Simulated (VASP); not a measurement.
# CrO2 (P6/mmm) in VASP: single point with PBE

Aim: the single point of CrO2 with PBE.

All numbers are computed with VASP 6.6.1; they aren't measurements. Logs are shortened: lines on timing, memory, paths and dates and some standing lists are left out, and cuts for length are marked.

### Step 1. The cell of the first run

Symmetry: P6/mmm, No. 191, hexagonal system. The conventional cell has a = 3.464 Å, b = 3.464 Å, c = 2.568 Å, α = 90.00°, β = 90.00°, γ = 120.00°. Cr (site symmetry 6/mmm) has 12 O at 2.38 Å and 2 Cr at 2.57 Å within 3.1 Å. O (site symmetry -6m2) has 5 O at 2.00 to 2.57 Å and 6 Cr at 2.38 Å within 2.7 Å.

The cell was built from a structure type or drawn by symmetry, and may not be a known phase.

### Step 2. Single point, PBE, collinear spin, ferromagnetic start

INCAR

```
PREC = Accurate
ENCUT = 520
EDIFF = 1E-7
ISMEAR = 0
SIGMA = 0.1
LREAL = False
LASPH = True
NELM = 150
ALGO = Normal
ISIF = 2
LWAVE = False
LCHARG = False
ISPIN = 2
MAGMOM = 3 0 0
LORBIT = 11
LMAXMIX = 4
GGA = PE
NBANDS = 23
```

KPOINTS

```
Automatic mesh
0
Gamma
  6 6 6
```

POSCAR

```
CrO2
1.0
    3.4644309500      0.0000000000      0.0000000000
   -1.7322154800      3.0002852100      0.0000000000
    0.0000000000      0.0000000000      2.5676436600
Cr O
1 2
Direct
    0.0000000000      0.0000000000      0.0000000000
    0.3333333300      0.6666666700      0.5000000000
    0.6666666700      0.3333333300      0.5000000000
```

Potentials or basis: VASP PAW PBE potentials, release 64 (Cr_pv, O).

Command:

```sh
$ cat potpaw_PBE.64/Cr_pv/POTCAR potpaw_PBE.64/O/POTCAR > POTCAR
$ mpirun -np 1 vasp_std > vasp.out
```

OUTCAR:

```text
PREC = Accurate
   ENCUT = 520
   EDIFF = 1E-7
   ISMEAR = 0
   LREAL = False
   LASPH = True
   NELM = 150
   ISIF = 2
   ISPIN = 2
   LORBIT = 11
   GGA = PE

 ion  position               nearest neighbor table
   1  0.000  0.000  0.000-   2 2.38   3 2.38   2 2.38   3 2.38   3 2.38   3 2.38   2 2.38   2 2.38
                             3 2.38   3 2.38   2 2.38   2 2.38
   2  0.333  0.667  0.500-   1 2.38   1 2.38   1 2.38   1 2.38   1 2.38   1 2.38
   3  0.667  0.333  0.500-   1 2.38   1 2.38   1 2.38   1 2.38   1 2.38   1 2.38

  LATTYP: Found a hexagonal cell.
 ALAT       =     3.4644309500
 C/A-ratio  =     0.7411444180

  Lattice vectors:

 A1 = (   3.4644309500,   0.0000000000,   0.0000000000)
 A2 = (  -1.7322154800,   3.0002852100,   0.0000000000)
 A3 = (   0.0000000000,   0.0000000000,   2.5676436600)

Analysis of symmetry for initial positions (statically):
=====================================================================
 Subroutine PRICEL returns:
 Original cell was already a primitive cell.

 Routine SETGRP: Setting up the symmetry group for a
 hexagonal supercell.

 Subroutine GETGRP returns: Found 24 space group operations
 (whereof 24 operations were pure point group operations)
 out of a pool of 24 trial point group operations.

The static configuration has the point symmetry D_6h.

Analysis of symmetry for dynamics (positions and initial velocities):
=====================================================================
 Subroutine PRICEL returns:
 Original cell was already a primitive cell.

 Routine SETGRP: Setting up the symmetry group for a
 hexagonal supercell.

 Subroutine GETGRP returns: Found 24 space group operations
 (whereof 24 operations were pure point group operations)
 out of a pool of 24 trial point group operations.

The dynamic configuration has the point symmetry D_6h.

Analysis of structural, dynamic, and magnetic symmetry:
=====================================================================
 Subroutine PRICEL returns:
 Original cell was already a primitive cell.

 Routine SETGRP: Setting up the symmetry group for a
 hexagonal supercell.

 Subroutine GETGRP returns: Found 24 space group operations
 (whereof 24 operations were pure point group operations)
 out of a pool of 24 trial point group operations.

The overall configuration has the point symmetry D_6h.

 Subroutine INISYM returns: Found 24 space group operations
 (whereof 24 operations are pure point group operations),
 and found     1 'primitive' translations
[... 121 lines left out ...]
   LORBIT       =     11    0 simple, 1 ext, 2 COOP (PROOUT), +10 PAW based schemes
   GGA     = PE    functional components
   LHFCALC =     F    Hartree Fock is set to
   AEXX    =    0.0000 exact exchange contribution
   IVDW    =     0    specifies the selected vdW correction
   LEPSILON=     F    determine dielectric tensor
   LRPA    =     F    only Hartree local field effects (RPA)
 spin polarized calculation
 Gauss-broadening in eV      SIGMA  =   0.10
  energy-cutoff  :      520.00
  volume of cell :       26.69
 maximum number of plane-waves:       742
 NGX is ok and might be reduce to    28
   NGX = 13   NGY = 13   NGZ =  9

 number of electron      23.9999998 magnetization       2.3166378

 Free energy of the ion-electron system (eV)
  ---------------------------------------------------
  ext. energy  EPLUGINS =         0.00000000
  ---------------------------------------------------
  free energy    TOTEN  =       -18.93533346 eV

  energy without entropy =      -18.91931343  energy(sigma->0) =      -18.92732344

 E-fermi :   7.4128     XC(G=0): -12.6925

 val. band max:        7.3510548453   @ k =   0.3333   0.1667   0.3333
 cond. band min:       7.4282012640   @ k =   0.1667   0.1667   0.3333
 fundamental gap:      0.0771464188
 Fermi energy:         7.4127678111

 spin component 1

 k-point     1 :       0.0000    0.0000    0.0000
  band No.  band energies     occupation
      1     -37.2213      1.00000
      2     -37.2213      1.00000
      3     -36.9946      1.00000
      4     -13.6339      1.00000
      5      -8.0474      1.00000
      6       0.9237      1.00000
[... 613 lines left out ...]
     22      28.9747      0.00000
     23      29.4323      0.00000

 [... further k-points ...]

 spin component 2

 k-point     1 :       0.0000    0.0000    0.0000
  band No.  band energies     occupation
      1     -34.2313      1.00000
      2     -34.2313      1.00000
      3     -34.0519      1.00000
      4     -14.0490      1.00000
      5      -8.6554      1.00000
      6       0.8453      1.00000
[... 613 lines left out ...]
     22      29.5871      0.00000
     23      30.2105      0.00000

 [... further k-points ...]

------------------------ aborting loop because EDIFF is reached ----------------------------------------

  FORCE on cell =-STRESS in cart. coord.  units (eV):
  Direction    XX          YY          ZZ          XY          YZ          ZX
  --------------------------------------------------------------------------------------
  -------------------------------------------------------------------------------------
  Total        0.5099236      0.5099236      0.5835283     -0.0000000     -0.0000000      0.0000000
  in kB       30.6116301     30.6116301     35.0302545     -0.0000001     -0.0000000      0.0000000
  external PRESSURE =      32.0845049 kB  Pullay stress =       0.0000000 kB

 VOLUME and BASIS-vectors are now :
 -----------------------------------------------------------------------------
  energy-cutoff  :      520.00
  volume of cell :       26.69
      direct lattice vectors                 reciprocal lattice vectors
     3.464430950  0.000000000  0.000000000     0.288647693  0.166650824  0.000000000
    -1.732215480  3.000285210  0.000000000     0.000000000  0.333301646  0.000000000
     0.000000000  0.000000000  2.567643660     0.000000000  0.000000000  0.389462142

 POSITION                                       TOTAL-FORCE (eV/Angst)
 -----------------------------------------------------------------------------------
      0.00000      0.00000      0.00000         0.000000      0.000000      0.000000
     -0.00000      2.00019      1.28382        -0.000000     -0.000000      0.000000
      1.73222      1.00010      1.28382         0.000000      0.000000      0.000000
 -----------------------------------------------------------------------------------
    total drift:                               -0.000000      0.000000      0.000000

  FREE ENERGIE OF THE ION-ELECTRON SYSTEM (eV)
  ---------------------------------------------------
  free  energy   TOTEN  =       -18.9353334568 eV

  energy  without entropy=      -18.9193134268  energy(sigma->0) =      -18.92732344

 total charge

# of ion       s       p       d       tot
------------------------------------------
    1        0.195   6.168   3.996  10.359
    2        1.633   3.211   0.000   4.844
    3        1.633   3.211   0.000   4.844
--------------------------------------------------
tot          3.460  12.591   3.996  20.047

 magnetization (x)

# of ion       s       p       d       tot
------------------------------------------
    1        0.030   0.030   2.793   2.853
    2        0.004  -0.302   0.000  -0.298
    3        0.004  -0.302   0.000  -0.298
--------------------------------------------------
tot          0.038  -0.574   2.793   2.257
```

OSZICAR:

```text
N       E                     dE             d eps       ncg     rms          rms(c)
DAV:   1     0.221509527154E+03    0.22151E+03   -0.12702E+04  2584   0.114E+03
DAV:   2    -0.158513454564E+02   -0.23736E+03   -0.22023E+03  2814   0.345E+02
DAV:   3    -0.272905389230E+02   -0.11439E+02   -0.11334E+02  2912   0.826E+01
[... 18 lines left out ...]
DAV:  22    -0.189353163525E+02   -0.41000E-03   -0.16539E-03  2647   0.189E-01    0.367E-02
DAV:  23    -0.189353255871E+02   -0.92346E-05   -0.10834E-04  2779   0.537E-02    0.322E-02
DAV:  24    -0.189353315265E+02   -0.59394E-05   -0.77742E-06  2737   0.177E-02    0.195E-02
DAV:  25    -0.189353326454E+02   -0.11189E-05   -0.19645E-05  2604   0.218E-02    0.127E-02
DAV:  26    -0.189353334778E+02   -0.83240E-06   -0.23057E-06  2874   0.689E-03    0.435E-03
DAV:  27    -0.189353334568E+02    0.20950E-07   -0.48614E-07  2396   0.444E-03
   1 F= -.18935333E+02 E0= -.18927323E+02  d E =-.160200E-01  mag=     2.3153
```

Wall time 97 s (1 thread of Intel Xeon 8259CL, shared host); peak memory 0.17 GiB.

Results:

```
Free energy                                           : -18.9353 eV
Pressure                                              : 3.2 GPa
Net moment                                            : 2.32 μB per cell
Site moments                                          : Cr +2.85; O -0.30 μB
Valence electrons inside the program's atomic spheres : Cr 10.36; O 4.84
```

Levels at points of the mesh, in eV from the Fermi level:
Spin up:
```
           k point  band 11  band 12  band 13  band 14  band 15  band 16
(0.00, 0.00, 0.00)    -1.39    -0.42    -0.42     0.14     0.27     0.27
(0.50, 0.00, 0.00)    -0.97    -0.83    -0.70    -0.48     0.98     1.95
(0.00, 0.00, 0.50)    -2.33    -1.50    -1.50     0.69     2.06     2.06
(0.50, 0.00, 0.50)    -0.84    -0.16     0.05     0.63     0.78     0.98
```
Spin down:
```csv
k point,band 8,band 9,band 10,band 11,band 12,band 13,band 14,band 15
"(0.00, 0.00, 0.00)",-2.99,-1.81,-1.81,-0.92,-0.42,2.33,2.33,2.64
"(0.50, 0.00, 0.00)",-2.69,-1.34,-1.29,-0.89,-0.22,1.72,2.25,3.08
"(0.00, 0.00, 0.50)",-5.34,-2.99,-2.99,-2.79,1.14,1.14,3.15,3.15
"(0.50, 0.00, 0.50)",-5.32,-4.91,-1.35,0.31,1.94,2.01,2.17,2.67
```

Caveat: the k points lie up to 0.41 Å⁻¹ apart; a cell with one magnetic atom can't hold antiferromagnetic order, which such compounds often take; semilocal functionals often make such compounds metallic where correlation or magnetic order opens a gap, which also shifts bond lengths. With open d or f shells a metallic result of PBE can be an artefact of self-interaction; +U or a hybrid may open a gap.
